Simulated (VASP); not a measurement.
Write the native input for VASP 6.6.1 that does the following.

| Quantity | Value |
| --- | --- |
| Task | relaxation of cell and atoms |
| Functional | PBEsol |
| Potentials or basis | VASP PAW PBE potentials, release 64 (Mg, C) |
| Cutoff | 600 eV |
| k mesh | 5 × 5 × 3 |
| Occupations | methfessel-paxton, width 0.01 eV |
| Spin | no spin polarisation |
| Target pressure | 30 GPa |
| Dipole correction | no |
| Further INCAR settings | ALGO = Normal; EDIFF = 1e-07; IBRION = 2; EDIFFG = -0.03; NSW = 80; ISIF = 3 |

The structure of MgC2 lies in POSCAR:

```
MgC2
1.0
    3.1000000000      0.0000000000      0.0000000000
   -1.5500000000      2.6846787517      0.0000000000
    0.0000000000      0.0000000000      4.9600000000
Mg C
1 2
Direct
    0.0000000000      0.0000000000      0.0000000000
    0.3333333333      0.6666666667      0.2500000000
    0.6666666667      0.3333333333      0.7500000000
```

These files were run (other wordings do the same):

INCAR

```
ALGO = Normal
EDIFF = 1E-7
EDIFFG = -0.03
ENCUT = 600
GGA = PS
IBRION = 2
ISIF = 3
ISMEAR = 1
LASPH = T
LCHARG = F
LREAL = F
LWAVE = F
NELM = 60
NSW = 80
PREC = Accurate
PSTRESS = 300.0
SIGMA = 0.01
```

KPOINTS

```
k-points
0
Gamma
  5 5 3
```

Potentials or basis: VASP PAW PBE potentials, release 64 (Mg, C).

Launch:

```bash
$ cat potpaw_PBE.64/Mg/POTCAR potpaw_PBE.64/C/POTCAR > POTCAR
$ mpirun -np 1 vasp_std > vasp.out
```

Results of the run:

| Quantity | Value |
| --- | --- |
| Relaxed volume | 7.29 Å³/atom |
| Relaxed cell | a = 2.562 Å, b = 2.562 Å, c = 3.846 Å, α = 90.00°, β = 90.00°, γ = 120.00° |
| Space group after relaxing (to 0.1 Å) | P-3m1 (No. 164) |
| Energy change on relaxing (the run minimises the enthalpy) | -2726.1 meV/atom |
| Ionic steps | 21 |
| Pressure after relaxing | 29.7 GPa |
| Largest force after relaxing | 0.010 eV/Å |
| Band gap on the k mesh | 2.55 eV (least direct gap 4.50 eV) |

Caveat: the k points lie up to 0.57 Å⁻¹ apart in the final cell; the cell is relaxed towards a set pressure, so the run minimises the enthalpy, not the energy; the volume moved by over 15 % at a fixed basis, so the end points are rough; the PAW data sets were made with another functional, which shifts forces and pressure a little.

Wall time 4.1 min on 1 thread of Intel Xeon 8259CL, with other jobs on the host, peak memory 0.2 GiB.
